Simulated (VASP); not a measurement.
**MoS2: single point with PBEsol**

MoS2:

```
CELL_PARAMETERS angstrom
3.23115 0.00000 0.00000
-1.61558 2.79826 0.00000
0.00000 0.00000 12.56571
ATOMIC_POSITIONS crystal
Mo 0.66667 0.33333 0.75000
Mo 0.33333 0.66667 0.25000
S 0.66667 0.33333 0.37700
S 0.33333 0.66667 0.87700
S 0.66667 0.33333 0.12300
S 0.33333 0.66667 0.62300
```

This cell differs from its parent crystal: volume scaled by 1.06.

```yaml
Program: VASP 6.6.1
Task: single point
Functional: PBEsol
Potentials_or_basis: VASP PAW PBE potentials, release 64 (Mo_sv, S)
Cutoff: 520 eV
k_mesh: 10 × 10 × 3
Occupations: fermi-dirac, width 0.05 eV
Spin: no spin polarisation
Dipole_correction: no
Further_INCAR_settings: ALGO = Normal; EDIFF = 1e-06; NBANDS = 35
```

```yaml
Pressure: -10.3 GPa
Largest_force: 1.152 eV/Å
Band_gap_on_the_k_mesh: 0.94 eV, indirect (least direct gap 1.73 eV)
```

Forces on the atoms (eV/Å):
```
Mo   0.000  0.000  0.000
Mo   0.000  0.000  0.000
S    0.000  0.000 -1.152
S    0.000  0.000 -1.152
S    0.000  0.000  1.152
S    0.000  0.000  1.152
```

Levels at points of the mesh, in eV from the valence-band top:
```csv
k point,band 24,band 25,band 26,band 27,band 28,band 29
"(0.00, 0.00, 0.00)",-1.12,-0.99,0.00,2.02,2.02,2.05
"(0.50, 0.00, 0.00)",-1.44,-1.28,-1.15,1.52,1.56,1.90
```

It took 96 s on 1 thread of Intel(R) Xeon(R) Platinum 8259CL CPU @ 2.50GHz (Skylake/Cascade Lake) (shared host), peak memory 0.27 GiB.

Caveat: the PAW data sets were made with another functional, which shifts forces and pressure a little; this functional lacks dispersion, which binds the layers, so the pressure and a relaxed spacing across them are unreliable. A k mesh can miss the band edges.
